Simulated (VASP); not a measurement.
ZnHgO2, 4 atoms in the cell. Symmetry: P-4m2, No. 115, tetragonal system. The conventional cell has a = 3.325 Å, b = 3.325 Å, c = 5.109 Å, α = 90.00°, β = 90.00°, γ = 90.00°. Within 2.6 Å of Zn (site symmetry -4m2) lie 4 O at 1.96 Å. O (site symmetry 2mm) has 2 Zn at 1.96 Å and 2 Hg at 2.25 Å within 2.6 Å. Hg (site symmetry -4m2) has 4 O at 2.25 Å within 3.0 Å.  This cell differs from its parent crystal: volume changed by -6%.

```yaml
Program: VASP 6.6.1
Task: single point
Functional: PBE
Potentials_or_basis: VASP PAW PBE potentials, release 64 (Zn, O, Hg_sv_GW)
Cutoff: 600 eV
k_mesh: 6 × 6 × 4
Occupations: fermi-dirac, width 0.02 eV
Spin: no spin polarisation
Dipole_correction: no
Second_run: valence_matched
Further_INCAR_settings: ALGO = Normal; EDIFF = 1e-06; NBANDS = 30
```

Potentials or basis: VASP PAW PBE potentials, release 64 (Zn, O, Hg_sv_GW).

Launch:

```bash
$ cat potpaw_PBE.64/Zn/POTCAR potpaw_PBE.64/O/POTCAR potpaw_PBE.64/Hg_sv_GW/POTCAR > POTCAR
$ mpirun -np 1 vasp_std > vasp.out
```

Hardware: 1 thread of Intel(R) Xeon(R) 6975P-C (Granite Rapids), with other jobs on the host.

Task: Estimate the wall time of this run.

Result: Run time: 34 s on 1 thread of Intel(R) Xeon(R) 6975P-C (Granite Rapids), on a shared host, peak memory 0.23 GiB. Counts: scf iterations 15, k points 30.
